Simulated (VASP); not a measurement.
# AlN: single point with PBE

AlN:

```
Al N
1.0
     3.10669    0.00000    0.00000
    -1.55335    2.69048    0.00000
     0.00000    0.00000    4.97859
Al N
2 2
Direct
  0.33333 0.66667 0.99670
  0.66667 0.33333 0.49670
  0.33333 0.66667 0.37830
  0.66667 0.33333 0.87830
```

| Quantity | Value |
| --- | --- |
| Program | VASP 6.6.1 |
| Task | single point |
| Functional | PBE |
| Potentials or basis | VASP PAW PBE potentials, release 64 (Al, N) |
| Cutoff | 520 eV |
| k mesh | 6 × 6 × 4 |
| Occupations | gaussian, width 0.01 eV |
| Spin | no spin polarisation |

The pressure is 4.4 GPa. The largest force is 0.010 eV/Å and the band gap on the k mesh is 4.24 eV.

Forces in eV/Å, atoms in the order of the input:
```
Al   0.000  0.000 -0.010
Al   0.000  0.000 -0.010
N    0.000  0.000  0.010
N    0.000  0.000  0.010
```

Stress tensor (GPa, compression positive):
```
4.44 0.00 0.00
0.00 4.44 0.00
0.00 0.00 4.27
```

Levels at points of the mesh, in eV from the valence-band top:
```
           k point  band 6  band 7  band 8  band 9  band 10  band 11
(0.00, 0.00, 0.00)   -0.21   -0.21    0.00    4.24     6.70    10.64
(0.50, 0.00, 0.00)   -2.09   -1.78   -0.69    5.81     5.83     8.22
(0.00, 0.00, 0.50)   -0.54   -0.54   -0.54    6.50     6.50    10.35
(0.50, 0.00, 0.50)   -1.46   -1.37   -1.37    5.32     5.32     9.28
```

It took 6.6 s on 1 thread of Intel(R) Xeon(R) Platinum 8559C (Emerald Rapids), with other jobs on the host, peak memory 0.15 GiB.

Caveat: the cell stands under pressure.
